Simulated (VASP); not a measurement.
Runs of VASP 6.6.1 on Rh. The structure is that of space group P6_3/mmc (No. 194), or close to it. The cells are those of the table. This isn't the form of Rh at room conditions, which is fcc.

```csv
cell,further INCAR settings,gap on the mesh (eV),pressure (GPa)
"a = 2.748, b = 2.748, c = 4.698 Å, angles 90.0, 90.0, 120.0°, 2 atoms",ALGO = Fast; EDIFF = 1e-07; NBANDS = 22,none,-16.8
"a = 2.694, b = 2.694, c = 4.891 Å, angles 90.0, 90.0, 120.0°, 2 atoms",ALGO = Fast; EDIFF = 1e-06; NBANDS = 22,none,-14.4
"a = 2.861, b = 2.861, c = 4.335 Å, angles 90.0, 90.0, 120.0°, 2 atoms",ALGO = Fast; EDIFF = 1e-06; NBANDS = 22,none,-16.2
"a = 2.773, b = 2.773, c = 4.741 Å, angles 90.0, 90.0, 120.0°, 2 atoms",ALGO = Fast; EDIFF = 1e-06; NBANDS = 22,none,(b)
"a = 2.698, b = 2.698, c = 4.474 Å, angles 90.0, 90.0, 120.0°, 2 atoms",ALGO = Fast; EDIFF = 1e-06; NBANDS = 22,none,(a)
```

Alike in all rows: task single point; level PBE; potentials or basis VASP PAW PBE potentials, release 64 (Rh_pv); no spin polarisation; k mesh 21 × 21 × 12; cutoff (eV) 520; smearing gaussian 0.15 eV.

Problem. Fill in the values left out.

Solution. (a) 0.3; (b) -20.8.

Caveats: the cell stands under tension (at least some runs).

A k mesh can miss the band edges, and the runs leave out spin-orbit coupling on Rh.

A gap of «none» marks levels without a gap at the run's occupations.
